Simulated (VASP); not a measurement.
Here is a VASP 6.6.1 calculation.

INCAR

```
SYSTEM = Ti
PREC     = Accurate       ! precision mode
ENCUT    = 520            ! plane-wave cutoff, eV
EDIFF    = 1E-7           ! SCF threshold, eV
ISMEAR   = -1             ! smearing method
SIGMA    = 0.05           ! smearing width, eV
LREAL    = .FALSE.        ! projectors in reciprocal space
LASPH    = .TRUE.         ! aspherical terms in the spheres
NELM     = 150            ! most SCF steps
ALGO     = Normal         ! electronic algorithm
ISIF     = 2              ! what is computed and relaxed
LWAVE    = .FALSE.        ! write WAVECAR
LCHARG   = .FALSE.        ! write CHGCAR
ISPIN    = 2              ! spin polarisation
MAGMOM   = 1 1 1          ! initial moments
LORBIT   = 11             ! projections on sites
LMAXMIX  = 4              ! l up to which the mixer works
GGA      = PE             ! functional
NBANDS   = 29             ! bands
```

File KPOINTS:

```
Automatic mesh
0
G
  11 11 15
  0 0 0
```

File POSCAR:

```
Ti
1.0
    4.5184603159      0.0000000000      0.0000000000
   -2.2592301579      3.9131014195      0.0000000000
    0.0000000000      0.0000000000      2.7922096819
Ti
3
Direct
    0.0000000000      1.0000000000      0.0000000000
    0.3333333333      0.6666666667      0.5000000000
    0.6666666667      0.3333333333      0.5000000000
```

Potentials or basis: VASP PAW PBE potentials, release 64 (Ti_sv).

Run with:

```sh
$ cat potpaw_PBE.64/Ti_sv/POTCAR > POTCAR
$ mpirun -np 1 vasp_std > vasp.out
```

Task: What does it give for the band gap on the k mesh?

Result: Zero (filled and empty bands overlap).

Task: Estimate the pressure.

Result: 4.7 GPa.

Task: Estimate the net moment.

Result: 0.00 μB per cell.

Stress tensor (GPa, compression positive):
```
4.51 0.00 0.00
0.00 4.51 0.00
0.00 0.00 4.94
```

Caveat: the cell stands under pressure.
